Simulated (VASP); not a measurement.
Write the native input for VASP 6.6.1 that does the following.

* Task: single point
* Functional: PBE
* Potentials or basis: VASP PAW PBE potentials, release 64 (Ta_pv, B, O)
* Cutoff: 520 eV
* k mesh: 6 × 6 × 4
* Occupations: gaussian, width 0.1 eV
* Spin: collinear spin, ferromagnetic start
* Starting moments: [1.0, 1.0, 0.0, 0.0, 0.0] μB
* Dipole correction: no
* Further INCAR settings: ALGO = Normal; EDIFF = 1e-06; NBANDS = 29

The structure of Ta2B2O lies in POSCAR:

```
Ta2B2O
1.0
    2.9522680027      0.0000000000      0.0000000000
   -1.4761340013      2.5567390891      0.0000000000
    0.0000000000      0.0000000000      7.0530213564
Ta B O
2 2 1
Direct
    0.6666666667      0.3333333333      0.7767358183
    0.3333333333      0.6666666667      0.2232641817
    0.6666666667      0.3333333333      0.4604772358
    0.3333333333      0.6666666667      0.5395227642
    0.0000000000      0.0000000000      0.0000000000
```

These files were run (other wordings do the same):

INCAR

```
  PREC = Accurate
  ENCUT = 520
  EDIFF = 1E-6
  ISMEAR = 0
  SIGMA = 0.1
  LREAL = F
  LASPH = T
  NELM = 150
  ALGO = Normal
  ISIF = 2
  LWAVE = F
  LCHARG = T
  ISPIN = 2
  MAGMOM = 1 1 0 0 0
  LORBIT = 11
  LMAXMIX = 4
  GGA = PE
  LELF = T
  LVHAR = T
  NBANDS = 29
```

KPOINTS

```
regular mesh
0
Gamma
  6 6 4
```

Potentials or basis: VASP PAW PBE potentials, release 64 (Ta_pv, B, O).

Launch:

```console
$ cat potpaw_PBE.64/Ta_pv/POTCAR potpaw_PBE.64/B/POTCAR potpaw_PBE.64/O/POTCAR > POTCAR
$ mpirun -np 1 vasp_std > vasp.out
```

It gave:

```json
{"Pressure": "0.4 GPa", "Largest force": "0.012 eV/Å", "Band gap on the k mesh": "zero (filled and empty bands overlap)", "Net moment": "0.00 μB per cell", "Valence electrons inside the program's atomic spheres": "Ta 8.96; B 1.98; O 5.01"}
```

Caveat: the k points lie up to 0.41 Å⁻¹ apart; spin-orbit coupling is left out, which moves the levels of the heavy elements.

Wall time 72 s on 1 thread of Intel(R) Xeon(R) 6975P-C (Granite Rapids), on a shared host, peak memory 0.23 GiB.
